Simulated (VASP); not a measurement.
# KCl in VASP: settings compared

Aim: see how the results for KCl move with the level of theory and the settings. Levels: PBE, r2SCAN, HSE06. Tasks: single point.

All numbers are computed with VASP 6.6.1; they aren't measurements. Logs are shortened: lines on timing, memory, paths and dates and some standing lists are left out, and cuts for length are marked.

## (1) The cell of the first run

It takes space group F-43m (No. 216, cubic). Conventional cell: a = 6.993 Å, b = 6.993 Å, c = 6.993 Å, α = 90.00°, β = 90.00°, γ = 90.00°. K (site symmetry -43m) has 4 Cl at 3.03 Å within 4.0 Å. Cl (site symmetry -43m) has 4 K at 3.03 Å within 4.0 Å.

## (2) Single point, PBE (strain -0.3%)

Input file INCAR:

```
PREC = Accurate ; ENCUT = 500
EDIFF = 1E-6 ; ISMEAR = -1
SIGMA = 0.02 ; LREAL = False
LASPH = True ; NELM = 120
ALGO = Normal ; ISIF = 2
LWAVE = False ; LCHARG = False
GGA = PE ; NBANDS = 15
GGA_COMPAT = False
```

Input file KPOINTS:

```
regular mesh
0
Gamma
  6 6 6
```

Input file POSCAR:

```
KCl
1.0
    0.0000000000      3.4964102556      3.4964102556
    3.4964102556      0.0000000000      3.4964102556
    3.4964102556      3.4964102556      0.0000000000
K Cl
1 1
Direct
    0.0000000000      0.0000000000      0.0000000000
    0.2500000000      0.2500000000      0.2500000000
```

Potentials or basis: VASP PAW PBE potentials, release 64 (K_sv, Cl).

Launch:

```sh
$ cat potpaw_PBE.64/K_sv/POTCAR potpaw_PBE.64/Cl/POTCAR > POTCAR
$ mpirun -np 1 vasp_std > vasp.out
```

OUTCAR:

```text
PREC = Accurate
   ENCUT = 500
   EDIFF = 1E-6
   ISMEAR = -1
   LREAL = False
   LASPH = True
   NELM = 120
   ISIF = 2
   GGA = PE

 ion  position               nearest neighbor table
   1  0.000  0.000  0.000-   2 3.03   2 3.03   2 3.03   2 3.03
   2  0.250  0.250  0.250-   1 3.03   1 3.03   1 3.03   1 3.03

  LATTYP: Found a face centered cubic cell.
 ALAT       =     6.9928205112

  Lattice vectors:

 A1 = (   0.0000000000,   3.4964102556,   3.4964102556)
 A2 = (   3.4964102556,   0.0000000000,   3.4964102556)
 A3 = (   3.4964102556,   3.4964102556,   0.0000000000)

Analysis of symmetry for initial positions (statically):
=====================================================================
 Subroutine PRICEL returns:
 Original cell was already a primitive cell.

 Routine SETGRP: Setting up the symmetry group for a
 face centered cubic supercell.

 Subroutine GETGRP returns: Found 24 space group operations
 (whereof 24 operations were pure point group operations)
 out of a pool of 48 trial point group operations.

The static configuration has the point symmetry T_d .

Analysis of symmetry for dynamics (positions and initial velocities):
=====================================================================
 Subroutine PRICEL returns:
 Original cell was already a primitive cell.

 Routine SETGRP: Setting up the symmetry group for a
 face centered cubic supercell.

 Subroutine GETGRP returns: Found 24 space group operations
 (whereof 24 operations were pure point group operations)
 out of a pool of 48 trial point group operations.

The dynamic configuration has the point symmetry T_d .

 Subroutine INISYM returns: Found 24 space group operations
 (whereof 24 operations are pure point group operations),
 and found     1 'primitive' translations

----------------------------------------------------------------------------------------

                                     Primitive cell

  volume of cell :      85.4864

  direct lattice vectors                    reciprocal lattice vectors
     0.000000000  3.496410256  3.496410256    -0.143003813  0.143003813  0.143003813
     3.496410256  0.000000000  3.496410256     0.143003813 -0.143003813  0.143003813
     3.496410256  3.496410256  0.000000000     0.143003813  0.143003813 -0.143003813

  length of vectors
     4.944670803  4.944670803  4.944670803     0.247689871  0.247689871  0.247689871

  position of ions in fractional coordinates (direct lattice)
     0.000000000  0.000000000  0.000000000
     0.250000000  0.250000000  0.250000000

  ion indices of the primitive-cell ions
   primitive index   ion index
                 1           1
                 2           2

----------------------------------------------------------------------------------------

 KPOINTS: regular mesh

Automatic generation of k-mesh.
 Grid dimensions read from file:
 generate k-points for:    6    6    6

 Generating k-lattice:

  Cartesian coordinates                     Fractional coordinates (reciprocal lattice)
    -0.023833969  0.023833969  0.023833969     0.166666667  0.000000000  0.000000000
     0.023833969 -0.023833969  0.023833969     0.000000000  0.166666667  0.000000000
     0.023833969  0.023833969 -0.023833969     0.000000000  0.000000000  0.166666667

  Length of vectors
     0.041281645  0.041281645  0.041281645

  Shift w.r.t. Gamma in fractional coordinates (k-lattice)
     0.000000000  0.000000000  0.000000000

 Subroutine IBZKPT returns following result:
 ===========================================

 Found     16 irreducible k-points:

 Following reciprocal coordinates:
            Coordinates               Weight
  0.000000  0.000000  0.000000      1.000000
  0.166667  0.000000  0.000000      8.000000
  0.333333  0.000000  0.000000      8.000000
  0.500000  0.000000  0.000000      4.000000
  0.166667  0.166667  0.000000      6.000000
  0.333333  0.166667  0.000000     24.000000
[... 8 lines left out ...]
 -0.333333  0.333333  0.166667     24.000000
 -0.333333  0.500000  0.166667     12.000000
   k-points           NKPTS =     16   k-points in BZ     NKDIM =     16   number of bands    NBANDS=     15
   number of dos      NEDOS =    301   number of ions     NIONS =      2
   total plane-waves  NPLWV =  46656
   dimension x,y,z NGX =    36 NGY =   36 NGZ =   36
   dimension x,y,z NGXF=    72 NGYF=   72 NGZF=   72
   ions per type =               1   1
   NGX,Y,Z   is equivalent  to a cutoff of  12.10, 12.10, 12.10 a.u.
   NGXF,Y,Z  is equivalent  to a cutoff of  24.21, 24.21, 24.21 a.u.
 SYSTEM =  unknown system
   PREC   = accura    normal or accurate (medium, high low for compatibility)
   ISTART =      0    job   : 0-new  1-cont  2-samecut
   ICHARG =      2    charge: 1-file 2-atom 10-const
   ISPIN  =      1    spin polarized calculation?
   LNONCOLLINEAR =      F non collinear calculations
   LSORBIT =      F    spin-orbit coupling
   LASPH  =      T    aspherical Exc in radial PAW
   ENCUT  =  500.0 eV  36.75 Ry    6.06 a.u.   9.02  9.02  9.02*2*pi/ulx,y,z
   NELM   =    120;   NELMIN=  2; NELMDL= -5     # of ELM steps
   EDIFF  = 0.1E-05   stopping-criterion for ELM
   LREAL  =      F    real-space projection
   EDIFFG = 0.1E-04   stopping-criterion for IOM
   NSW    =      0    number of steps for IOM
   IBRION =     -1    ionic relax: 0-MD 1-quasi-New 2-CG
   NFREE  =      0    steps in history (QN), initial steepest desc. (CG)
   ISIF   =      2    stress and relaxation
   ISYM   =      2    0-nonsym 1-usesym 2-fastsym
   POTIM  = 0.5000    time-step for ionic-motion
   TEBEG  =    0.0;   TEEND  =   0.0 temperature during run
   PSTRESS=    0.0 pullay stress
   NELECT =      16.0000    total number of electrons
   NUPDOWN=      -1.0000    fix difference up-down
   EMIN   =  10.00;   EMAX   =-10.00  energy-range for DOS
   EFERMI =   0.00;   METHOD = LEGACY
   ISMEAR =    -1;   SIGMA  =   0.02  broadening in eV -4-tet -1-fermi 0-gaus
   EFERMI_NEDOS =   21; number of points for ismear=-14 and -15
   IALGO  =     38    algorithm
   IMIX   =      4    mixing-type and parameters
     AMIX     =   0.40;   BMIX     =  1.00
     AMIX_MAG =   1.60;   BMIX_MAG =  1.00
  volume/ion in A,a.u.               =      42.74       288.45
  Fermi-wavevector in a.u.,A,eV,Ry     =   0.936445  1.769625 11.931356  0.876930
  Thomas-Fermi vector in A             =   2.063456
   LORBIT       =      0    0 simple, 1 ext, 2 COOP (PROOUT), +10 PAW based schemes
   GGA     = PE    functional components
   LHFCALC =     F    Hartree Fock is set to
   AEXX    =    0.0000 exact exchange contribution
   IVDW    =     0    specifies the selected vdW correction
   LEPSILON=     F    determine dielectric tensor
   LRPA    =     F    only Hartree local field effects (RPA)
 non-spin polarized calculation
  energy-cutoff  :      500.00
  volume of cell :       85.49
 maximum number of plane-waves:      2200
   NGX = 17   NGY = 17   NGZ = 17

 number of electron      15.9999999 magnetization

 Free energy of the ion-electron system (eV)
  ---------------------------------------------------
  ext. energy  EPLUGINS =         0.00000000
  ---------------------------------------------------
  free energy    TOTEN  =        -6.61650827 eV

  energy without entropy =       -6.61650827  energy(sigma->0) =       -6.61650827

 E-fermi :  -2.6736     XC(G=0):  -6.1491

 val. band max:       -3.1867313750   @ k =   0.5000   0.5000   0.0000
 cond. band min:       1.6061849379   @ k =   0.0000   0.0000   0.0000
 fundamental gap:      4.7929163129
 Fermi energy:        -2.6736311567

 k-point     1 :       0.0000    0.0000    0.0000
  band No.  band energies     occupation
      1     -30.4052      2.00000
      2     -14.9374      2.00000
      3     -13.9024      2.00000
      4     -13.9024      2.00000
      5     -13.9024      2.00000
      6      -3.2282      2.00000
      7      -3.2282      2.00000
      8      -3.2282      2.00000
      9       1.6062      0.00000
     10       6.1983      0.00000
     11       6.1983      0.00000
     12       7.2092      0.00000
     13       7.2092      0.00000
     14       7.2092      0.00000
     15       8.2956      0.00000

 k-point     2 :       0.1667    0.0000    0.0000
  band No.  band energies     occupation
      1     -30.4044      2.00000
      2     -14.9912      2.00000
      3     -13.9051      2.00000
      4     -13.9051      2.00000
      5     -13.8435      2.00000
      6      -3.3242      2.00000
      7      -3.2202      2.00000
      8      -3.2202      2.00000
      9       2.0399      0.00000
     10       5.9313      0.00000
     11       5.9313      0.00000
     12       6.8688      0.00000
     13       7.4657      0.00000
     14       7.6074      0.00000
     15       7.6074      0.00000

 k-point     3 :       0.3333    0.0000    0.0000
  band No.  band energies     occupation
      1     -30.4029      2.00000
      2     -15.0839      2.00000
      3     -13.9105      2.00000
      4     -13.9105      2.00000
      5     -13.7414      2.00000
      6      -3.4746      2.00000
      7      -3.2049      2.00000
      8      -3.2049      2.00000
      9       3.0402      0.00000
     10       5.5109      0.00000
     11       5.7693      0.00000
     12       5.7693      0.00000
     13       7.3661      0.00000
     14       7.4695      0.00000
     15       7.4695      0.00000

 k-point     4 :       0.5000    0.0000    0.0000
  band No.  band energies     occupation
      1     -30.4021      2.00000
      2     -15.1248      2.00000
      3     -13.9132      2.00000
      4     -13.9132      2.00000
      5     -13.6961      2.00000
      6      -3.5335      2.00000
      7      -3.1977      2.00000
      8      -3.1977      2.00000
      9       4.1156      0.00000
     10       4.2590      0.00000
     11       5.7850      0.00000
     12       5.7850      0.00000
     13       7.2473      0.00000
     14       7.2473      0.00000
     15       7.8999      0.00000
[... 163 lines left out ...]
 k-point    14 :       0.5000    0.3333    0.1667
  band No.  band energies     occupation
      1     -30.4018      2.00000
      2     -15.1350      2.00000
      3     -13.9323      2.00000
      4     -13.9194      2.00000
      5     -13.6603      2.00000
      6      -3.4790      2.00000
      7      -3.2711      2.00000
      8      -3.1955      2.00000
      9       3.5581      0.00000
     10       4.6441      0.00000
     11       5.8788      0.00000
     12       6.2886      0.00000
     13       7.4743      0.00000
     14       7.6210      0.00000
     15       8.0046      0.00000

 k-point    15 :      -0.3333    0.3333    0.1667
  band No.  band energies     occupation
      1     -30.4013      2.00000
      2     -15.1589      2.00000
      3     -13.9395      2.00000
      4     -13.9232      2.00000
      5     -13.6263      2.00000
      6      -3.4422      2.00000
      7      -3.3378      2.00000
      8      -3.1915      2.00000
      9       3.8015      0.00000
     10       4.5575      0.00000
     11       5.9011      0.00000
     12       6.2707      0.00000
     13       7.3734      0.00000
     14       7.6582      0.00000
     15       8.0272      0.00000

 k-point    16 :      -0.3333    0.5000    0.1667
  band No.  band energies     occupation
      1     -30.4011      2.00000
      2     -15.1708      2.00000
      3     -13.9376      2.00000
      4     -13.9292      2.00000
      5     -13.6103      2.00000
      6      -3.5011      2.00000
      7      -3.2883      2.00000
      8      -3.1903      2.00000
      9       3.6517      0.00000
     10       4.5114      0.00000
     11       6.6608      0.00000
     12       6.7844      0.00000
     13       6.9156      0.00000
     14       7.3153      0.00000
     15       7.9154      0.00000

------------------------ aborting loop because EDIFF is reached ----------------------------------------

  FORCE on cell =-STRESS in cart. coord.  units (eV):
  Direction    XX          YY          ZZ          XY          YZ          ZX
  --------------------------------------------------------------------------------------
  -------------------------------------------------------------------------------------
  Total        0.2151639      0.2151639      0.2151639     -0.0000000      0.0000000     -0.0000000
  in kB        4.0325782      4.0325782      4.0325782     -0.0000000      0.0000000     -0.0000000
  external PRESSURE =       4.0325782 kB  Pullay stress =       0.0000000 kB

 VOLUME and BASIS-vectors are now :
 -----------------------------------------------------------------------------
  energy-cutoff  :      500.00
  volume of cell :       85.49
      direct lattice vectors                 reciprocal lattice vectors
     0.000000000  3.496410256  3.496410256    -0.143003813  0.143003813  0.143003813
     3.496410256  0.000000000  3.496410256     0.143003813 -0.143003813  0.143003813
     3.496410256  3.496410256  0.000000000     0.143003813  0.143003813 -0.143003813

 POSITION                                       TOTAL-FORCE (eV/Angst)
 -----------------------------------------------------------------------------------
      0.00000      0.00000      0.00000         0.000000     -0.000000     -0.000000
      1.74821      1.74821      1.74821        -0.000000      0.000000      0.000000
 -----------------------------------------------------------------------------------
    total drift:                               -0.000000     -0.000000     -0.000000

  FREE ENERGIE OF THE ION-ELECTRON SYSTEM (eV)
  ---------------------------------------------------
  free  energy   TOTEN  =        -6.6165082742 eV

  energy  without entropy=       -6.6165082742  energy(sigma->0) =       -6.61650827
```

Wall time 41 s (1 thread of Intel Xeon 8259CL, shared host); peak memory 0.21 GiB.

Results:

* Free energy: -6.6165 eV
* Pressure: 0.4 GPa
* Band gap on the k mesh: 4.79 eV (least direct gap 4.83 eV)

Levels at points of the mesh, in eV from the valence-band top:
| k point | band 5 | band 6 | band 7 | band 8 | band 9 | band 10 | band 11 | band 12 |
| --- | --- | --- | --- | --- | --- | --- | --- | --- |
| (0.00, 0.00, 0.00) | -10.72 | -0.04 | -0.04 | -0.04 | 4.79 | 9.38 | 9.38 | 10.40 |
| (0.50, 0.00, 0.00) | -10.51 | -0.35 | -0.01 | -0.01 | 7.30 | 7.45 | 8.97 | 8.97 |
| (0.50, 0.50, 0.00) | -10.43 | -0.41 | 0.00 | 0.00 | 6.69 | 7.71 | 9.93 | 10.32 |

Caveat: the cell differs from its parent crystal (strain -0.3%). A k mesh can miss the band edges.

## (3) Single point, PBE (uniaxial z strain -1.1%)

INCAR is that of step 2.

KPOINTS is that of step 2.

Input file POSCAR:

```
KCl
1.0
    0.0000000000      3.5072828324      3.4676505364
    3.5072828324      0.0000000000      3.4676505364
    3.5072828324      3.5072828324      0.0000000000
K Cl
1 1
Direct
    0.0000000000      0.0000000000      0.0000000000
    0.2500000000      0.2500000000      0.2500000000
```

Potentials or basis: VASP PAW PBE potentials, release 64 (K_sv, Cl).

Launch:

```sh
$ cat potpaw_PBE.64/K_sv/POTCAR potpaw_PBE.64/Cl/POTCAR > POTCAR
$ mpirun -np 1 vasp_std > vasp.out
```

It took 74 s on 1 thread of Intel Xeon 8259CL, shared host; peak memory 0.21 GiB.

It converged, with:

```yaml
Free_energy: -6.6160 eV
Pressure: 0.4 GPa
Band_gap_on_the_k_mesh: 4.79 eV (least direct gap 4.84 eV)
```

Levels at points of the mesh, in eV from the valence-band top:
| k point | band 6 | band 7 | band 8 | band 9 | band 10 | band 11 |
| --- | --- | --- | --- | --- | --- | --- |
| (0.00, 0.00, 0.00) | -0.05 | -0.05 | -0.04 | 4.79 | 9.35 | 9.42 |
| (0.50, 0.00, 0.00) | -0.35 | -0.02 | -0.01 | 7.30 | 7.45 | 8.95 |
| (0.50, 0.50, 0.00) | -0.41 | -0.01 | -0.01 | 6.71 | 7.71 | 9.98 |
| (0.50, 0.00, 0.50) | -0.42 | 0.00 | 0.00 | 6.69 | 7.70 | 9.92 |

Caveat: the cell differs from its parent crystal (uniaxial z strain -1.1%). A k mesh can miss the band edges.

## (4) Single point, PBE (uniaxial x strain +3.4%)

Input file INCAR:

```
SYSTEM = KCl
PREC     = Accurate       ! precision mode
ENCUT    = 520            ! plane-wave cutoff, eV
EDIFF    = 1E-6           ! SCF threshold, eV
ISMEAR   = -1             ! smearing method
SIGMA    = 0.02           ! smearing width, eV
LREAL    = .FALSE.        ! projectors in reciprocal space
LASPH    = .TRUE.         ! aspherical terms in the spheres
NELM     = 80             ! most SCF steps
ALGO     = Normal         ! electronic algorithm
ISIF     = 2              ! what is computed and relaxed
LWAVE    = .FALSE.        ! write WAVECAR
LCHARG   = .FALSE.        ! write CHGCAR
GGA      = PE             ! functional
NBANDS   = 15             ! bands
```

Input file KPOINTS:

```
regular mesh
0
G
  6 6 6
  0 0 0
```

Input file POSCAR:

```
KCl
1.0
    0.0000000000      3.5072828324      3.5072828324
    3.6247768073      0.0000000000      3.5072828324
    3.6247768073      3.5072828324      0.0000000000
K Cl
1 1
Direct
    0.0000000000      0.0000000000      0.0000000000
    0.2500000000      0.2500000000      0.2500000000
```

Launch:

```sh
$ cat potpaw_PBE.64/K_sv/POTCAR potpaw_PBE.64/Cl/POTCAR > POTCAR
$ mpirun -np 1 vasp_std > vasp.out
```

Wall time 20 s (1 thread of AMD EPYC 9R45 (Zen 5), shared host); peak memory 0.21 GiB.

Results (log left out):

| Item | Value |
| --- | --- |
| Free energy | -6.6207 eV |
| Pressure | -0.1 GPa |
| Band gap on the k mesh | 4.69 eV (least direct gap 4.73 eV) |

Levels at points of the mesh, in eV from the valence-band top:
```tsv
k point	band 6	band 7	band 8	band 9	band 10	band 11
(0.00, 0.00, 0.00)	-0.05	-0.04	-0.04	4.69	9.17	9.40
(0.50, 0.00, 0.00)	-0.34	-0.03	-0.01	7.17	7.27	8.80
(0.50, 0.50, 0.00)	-0.39	-0.03	-0.02	6.65	7.62	9.68
(0.00, 0.50, 0.50)	-0.41	0.00	0.00	6.59	7.58	9.53
```

Caveat: the cell differs from its parent crystal (uniaxial x strain +3.4%). A k mesh can miss the band edges.

## (5) Single point, r2SCAN (uniaxial z strain -1.1%)

Input file POSCAR:

```
KCl
1.0
    0.0000000000      3.5072828324      3.4676505364
    3.5072828324      0.0000000000      3.4676505364
    3.5072828324      3.5072828324      0.0000000000
K Cl
1 1
Direct
    0.0000000000      0.0000000000      0.0000000000
    0.2500000000      0.2500000000      0.2500000000
```

Input file INCAR.step1:

```
SYSTEM = KCl
PREC = Accurate
ENCUT = 520
ISMEAR = 0
SIGMA = 0.01
LREAL = .False.
LASPH = .True.
NELM = 100
NBANDS = 15
GGA = PE
ALGO = Normal
EDIFF = 1E-4
LWAVE = .True.
LCHARG = .False.
```

Input file INCAR.step2:

```
SYSTEM = KCl
PREC = Accurate
ENCUT = 520
EDIFF = 1E-7
ISMEAR = 0
SIGMA = 0.01
LREAL = .False.
LASPH = .True.
NELM = 100
ALGO = Normal
ISIF = 2
LWAVE = .False.
LCHARG = .True.
METAGGA = R2SCAN
LMIXTAU = .True.
LELF = .True.
LVHAR = .True.
NBANDS = 15
ISTART = 1
```

Input file KPOINTS:

```
Automatic mesh
0
Gamma
  6 6 6
  0 0 0
```

Launch:

```sh
$ cat potpaw_PBE.64/K_sv/POTCAR potpaw_PBE.64/Cl/POTCAR > POTCAR
$ cp INCAR.step1 INCAR
$ mpirun -np 1 vasp_std > vasp.out
$ cp INCAR.step2 INCAR
$ mpirun -np 1 vasp_std > vasp.out
```

Run time: 1.8 min. Hardware: 1 thread of AMD EPYC 9R45 (Zen 5), shared host; peak memory 0.23 GiB.

It converged, with:

```yaml
Free_energy: -16.2213 eV
Pressure: 0.1 GPa
Band_gap_on_the_k_mesh: 5.37 eV (least direct gap 5.41 eV)
```

Levels at points of the mesh, in eV from the valence-band top:
```
           k point  band 4  band 5  band 6  band 7  band 8  band 9  band 10  band 11  band 12  band 13
(0.00, 0.00, 0.00)  -11.04  -11.04   -0.05   -0.05   -0.04    5.37    10.11    10.20    11.16    11.16
(0.50, 0.00, 0.00)  -11.05  -10.86   -0.34   -0.02   -0.01    7.82     8.14     9.66     9.71    11.25
(0.50, 0.50, 0.00)  -11.07  -10.78   -0.40   -0.01   -0.01    7.19     8.31    11.01    11.12    11.12
(0.50, 0.00, 0.50)  -11.07  -10.78   -0.40    0.00    0.00    7.17     8.30    10.94    11.11    11.15
```

Caveat: the cell differs from its parent crystal (uniaxial z strain -1.1%); the PAW data sets were made with another functional, which shifts forces and pressure a little. A k mesh can miss the band edges.

(Part 1 of 2 ends here.)
